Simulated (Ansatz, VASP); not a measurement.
**Mg: VASP beside Ansatz**

INCAR

```
PREC = Accurate
ENCUT = 520
EDIFF = 1E-6
ISMEAR = 0
SIGMA = 0.15
LREAL = False
LASPH = True
NELM = 80
ALGO = Normal
ISIF = 2
LWAVE = False
LCHARG = True
GGA = PS
LELF = True
LVHAR = True
NBANDS = 7
```

Contents of KPOINTS:

```
Automatic mesh
0
Gamma
  18 18 18
```

The input POSCAR:

```
Mg
1.0
   -1.7369500000      1.7369500000      1.7659500000
    1.7369500000     -1.7369500000      1.7659500000
    1.7369500000      1.7369500000     -1.7659500000
Mg
1
Direct
    0.0000000000      0.0000000000      0.0000000000
```

Input for Ansatz:

```yaml
crystal:
  lattice:
    - [-1.73695, 1.73695, 1.76595]
    - [1.73695, -1.73695, 1.76595]
    - [1.73695, 1.73695, -1.76595]
  atoms:
    - { symbol: Mg, position: [0.0, 0.0, 0.0] }
basis:
  ecutwfc: 520.0
kpoints:
  mp_grid: { grid: [18, 18, 18] }
hamiltonian:
  xc: pbesol
scf:
  occupations: { method: gaussian, width: 0.15 }
output:
  forces: true
  stress: true
  eigenvalues: true
```

Alike in both runs: task single point; functional PBEsol; k mesh 18 × 18 × 18; occupations gaussian, width 0.15 eV; no spin polarisation.

|  | VASP | Ansatz |
| --- | --- | --- |
| version | VASP 6.6.1 | Ansatz 0.2.0 |
| potentials or method | VASP PAW PBE potentials, release 64 (Mg), cutoff 520 eV | scalar-relativistic, plane waves, PAW |
| valence electrons in the cell | 2 | 10 |

|  | VASP | Ansatz | Ansatz less VASP |
| --- | --- | --- | --- |
| gap on the k mesh at the Fermi level (eV) | none | none | - |
| pressure (GPa) | 2.2 | 2.2 | +0.03 |
| traceless stress, the component that is largest in VASP (GPa) | 0.10 | 0.09 | -0.003 |

VASP's potentials were made for PBE, not for PBEsol. A gap of «none» marks a metal or a gap that the smearing closes. VASP's potentials hold 2 valence electrons a cell and Ansatz's 10, so a difference there can come from the potentials and not from the codes.
